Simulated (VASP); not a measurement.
# TaN (P-3m1) in VASP: further runs, part 2 of 2

VASP 6.6.1. The steps go on from the part before.

## (3) Single point, PBE

INCAR

```
SYSTEM = TaN
PREC     = Accurate       ! precision mode
ENCUT    = 520            ! plane-wave cutoff, eV
EDIFF    = 1E-7           ! SCF threshold, eV
ISMEAR   = 0              ! smearing method
SIGMA    = 0.1            ! smearing width, eV
LREAL    = .FALSE.        ! projectors in reciprocal space
LASPH    = .TRUE.         ! aspherical terms in the spheres
NELM     = 80             ! most SCF steps
ALGO     = Normal         ! electronic algorithm
ISIF     = 2              ! what is computed and relaxed
LWAVE    = .FALSE.        ! write WAVECAR
LCHARG   = .FALSE.        ! write CHGCAR
GGA      = PE             ! functional
NBANDS   = 24             ! bands
```

KPOINTS

```
regular mesh
0
G
  6 6 4
  0 0 0
```

POSCAR

```
TaN
1.0
    3.0877321833      0.0000000000      0.0000000000
   -1.5438660916      2.6740545108      0.0000000000
    0.0000000000      0.0000000000      6.1530845340
Ta N
2 2
Direct
    0.3333333333      0.6666666667      0.1898232600
    0.6666666667      0.3333333333      0.8101767400
    0.0000000000      0.0000000000      0.6157467823
    0.0000000000      0.0000000000      0.3842532177
```

Potentials or basis: VASP PAW PBE potentials, release 64 (Ta_pv, N).

Started as:

```
$ cat potpaw_PBE.64/Ta_pv/POTCAR potpaw_PBE.64/N/POTCAR > POTCAR
$ mpirun -np 1 vasp_std > vasp.out
```

Run time: 40 s. Hardware: 1 thread of Intel Xeon 8259CL, shared host; peak memory 0.18 GiB.

The run converged. Its results:

| Property | Result |
| --- | --- |
| Free energy | -41.8641 eV |
| Pressure | 0.2 GPa |
| Largest force | 0.050 eV/Å |
| Band gap on the k mesh | zero (bands 16 and 17 overlap by 1.06 eV) |

Forces in eV/Å, atoms in the order of the input:
```
Ta   0.000  0.000 -0.050
Ta   0.000  0.000  0.050
N    0.000  0.000  0.003
N    0.000  0.000 -0.003
```

Stress tensor (GPa, compression positive):
```
0.01 0.00 0.00
0.00 0.01 0.00
0.00 0.00 0.65
```

Levels at points of the mesh, in eV from the Fermi level:
| k point | band 12 | band 13 | band 14 | band 15 | band 16 | band 17 | band 18 | band 19 | band 20 | band 21 |
| --- | --- | --- | --- | --- | --- | --- | --- | --- | --- | --- |
| (0.00, 0.00, 0.00) | -3.03 | -3.03 | -2.91 | -2.85 | 0.50 | 0.50 | 0.67 | 2.01 | 2.01 | 4.33 |
| (0.50, 0.00, 0.00) | -4.81 | -2.04 | -1.87 | -1.77 | -0.64 | -0.56 | 1.87 | 4.45 | 4.48 | 4.63 |
| (0.00, 0.00, 0.50) | -4.25 | -2.75 | -2.75 | -0.95 | -0.17 | 1.14 | 1.14 | 1.82 | 1.82 | 2.50 |
| (0.50, 0.00, 0.50) | -4.25 | -2.93 | -2.62 | -1.95 | -1.15 | 0.71 | 2.88 | 4.42 | 4.80 | 4.81 |

Caveat: the k points lie up to 0.39 Å⁻¹ apart, too coarse for converged energies and pressures of a metal; spin-orbit coupling is left out, which moves the levels of the heavy elements.

## (4) Single point, PBE

This run uses another cell than the first one, of 12.88 Å³/atom.

INCAR

```
SYSTEM = TaN
PREC = Accurate
ENCUT = 520
EDIFF = 1E-6
ISMEAR = 0
SIGMA = 0.1
LREAL = .FALSE.
LASPH = .TRUE.
NELM = 80
ALGO = Normal
ISIF = 2
LWAVE = .FALSE.
LCHARG = .FALSE.
GGA = PE
NBANDS = 24
```

KPOINTS

```
Automatic mesh
0
G
  6 6 4
  0 0 0
```

POSCAR

```
TaN
1.0
    3.8959504000      0.0000000000      0.0000000000
   -1.9479752000      3.3739920200      0.0000000000
    0.0000000000      0.0000000000      3.9207426700
Ta N
2 2
Direct
    0.3333333300      0.6666666700      0.0340170900
    0.6666666700      0.3333333300      0.9659829100
    0.0000000000      0.0000000000      0.6579053700
    0.0000000000      0.0000000000      0.3420946300
```

Started as:

```
$ cat potpaw_PBE.64/Ta_pv/POTCAR potpaw_PBE.64/N/POTCAR > POTCAR
$ mpirun -np 1 vasp_std > vasp.out
```

Wall time 53 s (1 thread of Intel Xeon 8259CL, shared host); peak memory 0.18 GiB.

Results (log left out):

```yaml
Free_energy: -30.8582 eV
Pressure: 35.7 GPa
Largest_force: 2.924 eV/Å
Band_gap_on_the_k_mesh: zero (bands 16 and 17 overlap by 0.94 eV)
```

Forces on the atoms (eV/Å):
```
Ta   0.000  0.000  1.136
Ta   0.000  0.000 -1.136
N    0.000  0.000  2.924
N    0.000  0.000 -2.924
```

Stress tensor (GPa, compression positive):
```
49.75  0.00  0.00
 0.00 49.75  0.00
 0.00  0.00  7.49
```

Levels at points of the mesh, in eV from the Fermi level:
| k point | band 13 | band 14 | band 15 | band 16 | band 17 | band 18 | band 19 | band 20 |
| --- | --- | --- | --- | --- | --- | --- | --- | --- |
| (0.00, 0.00, 0.00) | -1.53 | -1.53 | -1.07 | -1.07 | 0.44 | 2.08 | 2.24 | 2.24 |
| (0.50, 0.00, 0.00) | -2.43 | -1.63 | -1.61 | -1.27 | 0.21 | 1.03 | 1.52 | 3.10 |
| (0.00, 0.00, 0.50) | -3.09 | -1.43 | -1.43 | -1.27 | 1.22 | 1.69 | 1.76 | 1.76 |
| (0.50, 0.00, 0.50) | -3.10 | -2.49 | -0.45 | -0.35 | 1.12 | 1.44 | 1.49 | 3.68 |

Caveat: the k points lie up to 0.40 Å⁻¹ apart, too coarse for converged energies and pressures of a metal; the standard files for N, O and F lose accuracy on very short bonds; spin-orbit coupling is left out, which moves the levels of the heavy elements; forces of over 1 eV/Å act on the atoms, so gaps and moduli don't describe the material at rest.

## (5) Relaxation of cell and atoms, PBE

This run uses another cell than the first one, of 12.88 Å³/atom.

INCAR

```
PREC = Accurate
ENCUT = 600
EDIFF = 1E-6
ISMEAR = 0
SIGMA = 0.1
LREAL = False
LASPH = True
NELM = 100
ALGO = Normal
ISIF = 3
LWAVE = False
LCHARG = False
GGA = PE
IBRION = 2
NSW = 90
EDIFFG = -0.04
```

KPOINTS

```
Automatic mesh
0
Gamma
  6 6 4
```

POSCAR is that of step 4.

Started as:

```
$ cat potpaw_PBE.64/Ta_pv/POTCAR potpaw_PBE.64/N/POTCAR > POTCAR
$ mpirun -np 1 vasp_std > vasp.out
```

It took 20 min on 1 thread of Intel Xeon 8259CL, shared host; peak memory 0.22 GiB.

It converged, with:

```
Free energy                           : -41.2850 eV
Relaxed volume                        : 14.35 Å³/atom
Relaxed cell                          : a = 3.427 Å, b = 3.427 Å, c = 5.645 Å, α = 90.00°, β = 90.00°, γ = 120.00°
Space group after relaxing (to 0.1 Å) : P6_3/mmc (No. 194)
Energy gained by relaxing             : 2605.6 meV/atom
Ionic steps                           : 51
Pressure after relaxing               : -0.2 GPa
Largest force after relaxing          : 0.004 eV/Å
Band gap on the k mesh                : zero (bands 16 and 17 overlap by 2.16 eV)
```

Forces on the atoms (eV/Å):
```
Ta   0.000  0.000  0.001
Ta   0.000  0.000 -0.001
N    0.000  0.000 -0.004
N    0.000  0.000  0.004
```

The path:
| step | energy change (eV) | largest force (eV/Å) | pressure (GPa) | volume (Å³) |
| --- | --- | --- | --- | --- |
| 1 | 0.0000 | 2.9231 | 35.60 | 51.54 |
| 3 | -1.4638 | 2.5302 | -4.80 | 62.13 |
| 5 | -2.3354 | 1.8389 | -0.25 | 63.98 |
| 7 | -2.7298 | 2.2258 | -8.15 | 65.49 |
| 9 | -2.7907 | 0.8896 | -3.51 | 64.45 |
| 11 | -2.8744 | 1.1130 | -2.86 | 63.80 |
| 13 | -2.9502 | 2.6369 | 1.26 | 61.95 |
| 15 | -3.1303 | 1.9935 | 1.30 | 59.46 |
| 17 | -3.2678 | 5.3817 | 19.08 | 49.41 |
| 19 | -3.6614 | 7.0330 | 23.80 | 47.67 |
| 21 | -5.1410 | 3.1600 | 100.15 | 39.31 |
| 23 | -5.4938 | 4.9391 | 77.16 | 40.63 |
| 25 | -5.8352 | 1.4760 | 92.32 | 40.20 |
| 27 | -7.3481 | 1.9212 | 58.87 | 43.31 |
| 29 | -8.7459 | 2.3831 | -13.07 | 59.08 |
| 31 | -8.9204 | 2.6397 | -2.30 | 54.66 |
| 33 | -9.7911 | 1.4081 | -4.18 | 56.87 |
| 35 | -10.2905 | 0.6248 | -3.30 | 59.69 |
| 37 | -10.3232 | 0.5280 | 2.92 | 57.81 |
| 39 | -10.3694 | 0.4320 | 1.95 | 57.23 |
| 41 | -10.3787 | 0.4546 | 1.50 | 56.84 |
| 43 | -10.4041 | 0.2334 | -2.36 | 58.00 |
| 45 | -10.4130 | 0.1608 | 0.14 | 57.61 |
| 47 | -10.4197 | 0.0816 | 0.07 | 57.45 |
| 49 | -10.4216 | 0.0860 | 0.05 | 57.33 |
| 51 | -10.4226 | 0.0045 | -0.15 | 57.41 |

Final structure:
```
Ta N
1.0
     3.42700    0.00000    0.00000
    -1.71350    2.96787    0.00000
     0.00000    0.00000    5.64501
Ta N
2 2
Direct
  0.33333 0.66667 0.24999
  0.66667 0.33333 0.75001
  0.00000 0.00000 0.75011
  0.00000 0.00000 0.24989
```

Levels at points of the mesh, in eV from the Fermi level:
| k point | band 14 | band 15 | band 16 | band 17 | band 18 | band 19 |
| --- | --- | --- | --- | --- | --- | --- |
| (0.00, 0.00, 0.00) | -3.04 | -0.89 | 1.02 | 1.02 | 1.73 | 2.42 |
| (0.50, 0.00, 0.00) | -2.66 | -1.08 | -0.32 | -0.17 | 1.23 | 2.88 |
| (0.00, 0.00, 0.50) | -4.24 | 0.74 | 0.75 | 1.74 | 1.74 | 1.75 |
| (0.50, 0.00, 0.50) | -3.57 | -0.51 | -0.51 | 0.90 | 0.90 | 0.94 |

Caveat: the k points lie up to 0.35 Å⁻¹ apart in the final cell, too coarse for converged energies and pressures of a metal; the standard files for N, O and F lose accuracy on very short bonds; a cell axis changed by over 15 % at a fixed basis, so the end point is rough; spin-orbit coupling is left out, which moves the levels of the heavy elements.

## (6) Overview

| task | cell | k mesh | cutoff (eV) | gap on the mesh (eV) | pressure (GPa) | relaxed volume (Å³/atom) | largest force (eV/Å) |
| --- | --- | --- | --- | --- | --- | --- | --- |
| relaxation of cell and atoms | relaxed from a = 3.088, b = 3.088, c = 6.153 Å, angles 90.0, 90.0, 120.0°, 4 atoms, atomic positions A | 18 × 18 × 8 | 600 | none | 0.0 | 12.71 | 0.01 |
| single point | a = 3.088, b = 3.088, c = 6.153 Å, angles 90.0, 90.0, 120.0°, 4 atoms, atomic positions A | 6 × 6 × 4 | 520 | none | 0.2 | - | 0.05 |
| single point | a = 3.896, b = 3.896, c = 3.921 Å, angles 90.0, 90.0, 120.0°, 4 atoms, atomic positions B | 6 × 6 × 4 | 520 | none | 35.7 | - | 2.92 |
| relaxation of cell and atoms | relaxed from a = 3.896, b = 3.896, c = 3.921 Å, angles 90.0, 90.0, 120.0°, 4 atoms, atomic positions B | 6 × 6 × 4 | 600 | none | -0.2 | 14.35 | - |

Alike in all rows: level PBE; potentials or basis VASP PAW PBE potentials, release 64 (Ta_pv, N); no spin polarisation; smearing gaussian 0.1 eV.

Caveats: some runs use coarse meshes; spin-orbit coupling is left out, which moves the levels of the heavy elements; the standard files for N, O and F lose accuracy on very short bonds (at least some runs); forces of over 1 eV/Å act on the atoms, so gaps and moduli don't describe the material at rest (at least some runs); a cell axis changed by over 15 % at a fixed basis, so the end point is rough (at least some runs).

Absolute energies hang on the potentials; compare differences alone.
